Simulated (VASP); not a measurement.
# Fe2O5 (cubic X2O5 type) (Pn-3m) in VASP: further runs, part 2 of 2

VASP 6.6.1.

### 3 Single point, PBE

Input file INCAR:

```
SYSTEM = Fe2O5
PREC = Accurate
ENCUT = 520
EDIFF = 1E-6
ISMEAR = -1
SIGMA = 0.06122561905347299
LREAL = .FALSE.
LASPH = .TRUE.
NELM = 100
ALGO = Normal
ISIF = 2
LWAVE = .FALSE.
LCHARG = .FALSE.
GGA = PE
NBANDS = 59
```

Input file KPOINTS:

```
regular mesh
0
G
  11 11 11
  0 0 0
```

Input file POSCAR:

```
Fe2O5
1.0
    4.8111606334      0.0000000000      0.0000000000
    0.0000000000      4.8111606334      0.0000000000
    0.0000000000      0.0000000000      4.8111606334
Fe O
4 10
Direct
    0.0000000000      0.0000000000      0.0000000000
    0.5000000000      0.5000000000      0.0000000000
    0.5000000000      0.0000000000      0.5000000000
    0.0000000000      0.5000000000      0.5000000000
    0.5000000000      0.0000000000      0.0000000000
    0.0000000000      0.5000000000      0.0000000000
    0.0000000000      0.0000000000      0.5000000000
    0.5000000000      0.5000000000      0.5000000000
    0.7500000000      0.7500000000      0.2500000000
    0.7500000000      0.2500000000      0.7500000000
    0.2500000000      0.7500000000      0.7500000000
    0.7500000000      0.2500000000      0.2500000000
    0.2500000000      0.7500000000      0.2500000000
    0.2500000000      0.2500000000      0.7500000000
```

Potentials or basis: VASP PAW PBE potentials, release 64 (Fe, O).

Started as:

```sh
$ cat potpaw_PBE.64/Fe/POTCAR potpaw_PBE.64/O/POTCAR > POTCAR
$ mpirun -np 1 vasp_std > vasp.out
```

OUTCAR:

```text
SYSTEM = Fe2O5
   PREC = Accurate
   ENCUT = 520
   EDIFF = 1E-6
   ISMEAR = -1
   LREAL = .FALSE.
   LASPH = .TRUE.
   NELM = 100
   ISIF = 2
   GGA = PE

 ion  position               nearest neighbor table
   1  0.000  0.000  0.000-   9 2.08  10 2.08  11 2.08  12 2.08  13 2.08  14 2.08   5 2.41   6 2.41
                             7 2.41   7 2.41   6 2.41   5 2.41
   2  0.500  0.500  0.000-   9 2.08  10 2.08  11 2.08  12 2.08  13 2.08  14 2.08   5 2.41   6 2.41
                             8 2.41   8 2.41   5 2.41   6 2.41
   3  0.500  0.000  0.500-   9 2.08  10 2.08  11 2.08  12 2.08  13 2.08  14 2.08   5 2.41   7 2.41
                             8 2.41   5 2.41   8 2.41   7 2.41
   4  0.000  0.500  0.500-   9 2.08  10 2.08  11 2.08  12 2.08  13 2.08  14 2.08   6 2.41   7 2.41
                             8 2.41   6 2.41   7 2.41   8 2.41
   5  0.500  0.000  0.000-   1 2.41   2 2.41   3 2.41   3 2.41   2 2.41   1 2.41
   6  0.000  0.500  0.000-   1 2.41   2 2.41   4 2.41   4 2.41   1 2.41   2 2.41
   7  0.000  0.000  0.500-   1 2.41   3 2.41   4 2.41   1 2.41   4 2.41   3 2.41
   8  0.500  0.500  0.500-   2 2.41   3 2.41   4 2.41   2 2.41   3 2.41   4 2.41
   9  0.750  0.750  0.250-   1 2.08   2 2.08   3 2.08   4 2.08
  10  0.750  0.250  0.750-   1 2.08   2 2.08   3 2.08   4 2.08
  11  0.250  0.750  0.750-   1 2.08   2 2.08   3 2.08   4 2.08
  12  0.750  0.250  0.250-   1 2.08   2 2.08   3 2.08   4 2.08
  13  0.250  0.750  0.250-   1 2.08   2 2.08   3 2.08   4 2.08
  14  0.250  0.250  0.750-   1 2.08   2 2.08   3 2.08   4 2.08

  LATTYP: Found a simple cubic cell.
 ALAT       =     4.8111606334

  Lattice vectors:

 A1 = (   4.8111606334,   0.0000000000,   0.0000000000)
 A2 = (   0.0000000000,   4.8111606334,   0.0000000000)
 A3 = (   0.0000000000,   0.0000000000,   4.8111606334)

Analysis of symmetry for initial positions (statically):
=====================================================================
 Subroutine PRICEL returns:
 Original cell was already a primitive cell.

 Routine SETGRP: Setting up the symmetry group for a
 simple cubic supercell.

 Subroutine GETGRP returns: Found 48 space group operations
 (whereof 12 operations were pure point group operations)
 out of a pool of 48 trial point group operations.

The static configuration has the point symmetry D_3d.
 The point group associated with its full space group is O_h .

Analysis of symmetry for dynamics (positions and initial velocities):
=====================================================================
 Subroutine PRICEL returns:
 Original cell was already a primitive cell.

 Routine SETGRP: Setting up the symmetry group for a
 simple cubic supercell.

 Subroutine GETGRP returns: Found 48 space group operations
 (whereof 12 operations were pure point group operations)
 out of a pool of 48 trial point group operations.

The dynamic configuration has the point symmetry D_3d.
 The point group associated with its full space group is O_h .

 Subroutine INISYM returns: Found 48 space group operations
 (whereof 12 operations are pure point group operations),
 and found     1 'primitive' translations

----------------------------------------------------------------------------------------

                                     Primitive cell

  volume of cell :     111.3652

  direct lattice vectors                    reciprocal lattice vectors
     4.811160633  0.000000000  0.000000000     0.207850055  0.000000000  0.000000000
[... 100 lines left out ...]
 SYSTEM =  Fe2O5
   PREC   = accura    normal or accurate (medium, high low for compatibility)
   ISTART =      0    job   : 0-new  1-cont  2-samecut
   ICHARG =      2    charge: 1-file 2-atom 10-const
   ISPIN  =      1    spin polarized calculation?
   LNONCOLLINEAR =      F non collinear calculations
   LSORBIT =      F    spin-orbit coupling
   LASPH  =      T    aspherical Exc in radial PAW
   ENCUT  =  520.0 eV  38.22 Ry    6.18 a.u.   8.95  8.95  8.95*2*pi/ulx,y,z
   NELM   =    100;   NELMIN=  2; NELMDL= -5     # of ELM steps
   EDIFF  = 0.1E-05   stopping-criterion for ELM
   LREAL  =      F    real-space projection
   EDIFFG = 0.1E-04   stopping-criterion for IOM
   NSW    =      0    number of steps for IOM
   IBRION =     -1    ionic relax: 0-MD 1-quasi-New 2-CG
   NFREE  =      0    steps in history (QN), initial steepest desc. (CG)
   ISIF   =      2    stress and relaxation
   ISYM   =      2    0-nonsym 1-usesym 2-fastsym
   POTIM  = 0.5000    time-step for ionic-motion
   TEBEG  =    0.0;   TEEND  =   0.0 temperature during run
   PSTRESS=    0.0 pullay stress
   NELECT =      92.0000    total number of electrons
   NUPDOWN=      -1.0000    fix difference up-down
   EMIN   =  10.00;   EMAX   =-10.00  energy-range for DOS
   EFERMI =   0.00;   METHOD = LEGACY
   ISMEAR =    -1;   SIGMA  =   0.06  broadening in eV -4-tet -1-fermi 0-gaus
   EFERMI_NEDOS =   21; number of points for ismear=-14 and -15
   IALGO  =     38    algorithm
   IMIX   =      4    mixing-type and parameters
     AMIX     =   0.40;   BMIX     =  1.00
     AMIX_MAG =   1.60;   BMIX_MAG =  1.00
  volume/ion in A,a.u.               =       7.95        53.68
  Fermi-wavevector in a.u.,A,eV,Ry     =   1.536105  2.902818 32.104562  2.359619
  Thomas-Fermi vector in A             =   2.642800
   LORBIT       =      0    0 simple, 1 ext, 2 COOP (PROOUT), +10 PAW based schemes
   GGA     = PE    functional components
   LHFCALC =     F    Hartree Fock is set to
   AEXX    =    0.0000 exact exchange contribution
   IVDW    =     0    specifies the selected vdW correction
   LEPSILON=     F    determine dielectric tensor
   LRPA    =     F    only Hartree local field effects (RPA)
 non-spin polarized calculation
  energy-cutoff  :      520.00
  volume of cell :      111.37
 maximum number of plane-waves:      3028
 NGX is ok and might be reduce to    36
   NGX = 17   NGY = 17   NGZ = 17

 number of electron      92.0000002 magnetization

 Free energy of the ion-electron system (eV)
  ---------------------------------------------------
  ext. energy  EPLUGINS =         0.00000000
  ---------------------------------------------------
  free energy    TOTEN  =       -73.37105875 eV

  energy without entropy =      -73.13508066  energy(sigma->0) =      -73.25306971

 E-fermi :   5.4534     XC(G=0): -12.9223

 val. band max:        5.4516126725   @ k =   0.2727   0.2727   0.0909
 cond. band min:       5.4540500976   @ k =   0.3636   0.1818   0.0909
 fundamental gap:      0.0024374251
 Fermi energy:         5.4534429734

 k-point     1 :       0.0000    0.0000    0.0000
  band No.  band energies     occupation
      1     -16.5746      2.00000
      2     -13.8834      2.00000
      3     -13.8834      2.00000
      4     -13.0003      2.00000
      5     -13.0003      2.00000
      6     -13.0003      2.00000
[... 1453 lines left out ...]
     57       7.0030      0.00000
     58       7.0696      0.00000

 [... further k-points ...]

 [bands above 58 left out]

------------------------ aborting loop because EDIFF is reached ----------------------------------------

  FORCE on cell =-STRESS in cart. coord.  units (eV):
  Direction    XX          YY          ZZ          XY          YZ          ZX
  --------------------------------------------------------------------------------------
  -------------------------------------------------------------------------------------
  Total        6.8182104      6.8182104      6.8182104     -0.0000000      0.0000000     -0.0000000
  in kB       98.0915073     98.0915073     98.0915073     -0.0000000      0.0000000     -0.0000000
  external PRESSURE =      98.0915073 kB  Pullay stress =       0.0000000 kB

 VOLUME and BASIS-vectors are now :
 -----------------------------------------------------------------------------
  energy-cutoff  :      520.00
  volume of cell :      111.37
      direct lattice vectors                 reciprocal lattice vectors
     4.811160633  0.000000000  0.000000000     0.207850055  0.000000000  0.000000000
     0.000000000  4.811160633  0.000000000     0.000000000  0.207850055  0.000000000
     0.000000000  0.000000000  4.811160633     0.000000000  0.000000000  0.207850055

 POSITION                                       TOTAL-FORCE (eV/Angst)
 -----------------------------------------------------------------------------------
      0.00000      0.00000      0.00000        -0.000000      0.000000      0.000000
      2.40558      2.40558      0.00000        -0.000000      0.000000      0.000000
      2.40558      0.00000      2.40558        -0.000000      0.000000      0.000000
      0.00000      2.40558      2.40558        -0.000000      0.000000      0.000000
      2.40558      0.00000      0.00000        -0.000000      0.000000      0.000000
      0.00000      2.40558      0.00000        -0.000000      0.000000      0.000000
      0.00000      0.00000      2.40558        -0.000000      0.000000      0.000000
      2.40558      2.40558      2.40558        -0.000000      0.000000      0.000000
      3.60837      3.60837      1.20279        -0.000000      0.000000      0.000000
      3.60837      1.20279      3.60837        -0.000000     -0.000000     -0.000000
      1.20279      3.60837      3.60837         0.000000      0.000000     -0.000000
      3.60837      1.20279      1.20279         0.000000     -0.000000     -0.000000
      1.20279      3.60837      1.20279         0.000000      0.000000     -0.000000
      1.20279      1.20279      3.60837        -0.000000     -0.000000      0.000000
 -----------------------------------------------------------------------------------
    total drift:                                0.000000      0.000000      0.000000

  FREE ENERGIE OF THE ION-ELECTRON SYSTEM (eV)
  ---------------------------------------------------
  free  energy   TOTEN  =       -73.3710587489 eV

  energy  without entropy=      -73.1350806618  energy(sigma->0) =      -73.25306971
```

Wall time 17 min (1 thread of Oxide Virtual Turin-like, shared host); peak memory 0.34 GiB.

Results:

```
Free energy            : -73.3711 eV
Pressure               : 9.8 GPa
Band gap on the k mesh : zero (band 46 reaches 5.83 eV, above the bottom of band 47 at 5.06 eV)
```

Caveat: the run has no spin polarisation, though such a crystal can be magnetic; semilocal functionals often make such compounds metallic where correlation or magnetic order opens a gap, which also shifts bond lengths.
